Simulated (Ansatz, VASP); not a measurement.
## One calculation of Nb, two programs

```
CELL_PARAMETERS angstrom
-1.62447 1.62447 1.62447
1.62447 -1.62447 1.62447
1.62447 1.62447 -1.62447
ATOMIC_POSITIONS crystal
Nb 0.00000 0.00000 0.00000
```

Alike in both runs: functional LDA; k mesh 18 × 18 × 18; occupations fermi-dirac, width 0.1 eV; no spin polarisation.

Ansatz relaxed the structure, and its values are those at the end. VASP's run is a single point on that final structure, the one shown.

```csv
,VASP,Ansatz
version,VASP 6.6.1,Ansatz 0.2.0
potentials or method,"VASP PAW LDA potentials, release 64 (Nb_sv)","PAW with Ansatz's default frozen-core files, scalar-relativistic"
plane-wave cutoff (eV),520,420
valence electrons in the cell,13,13
```

```csv
,VASP,Ansatz,Ansatz less VASP
pressure (GPa),-0.2,0.0,+0.16
```

LDA's correlation is that of Perdew and Zunger in VASP and of Perdew and Wang (1992) in Ansatz.
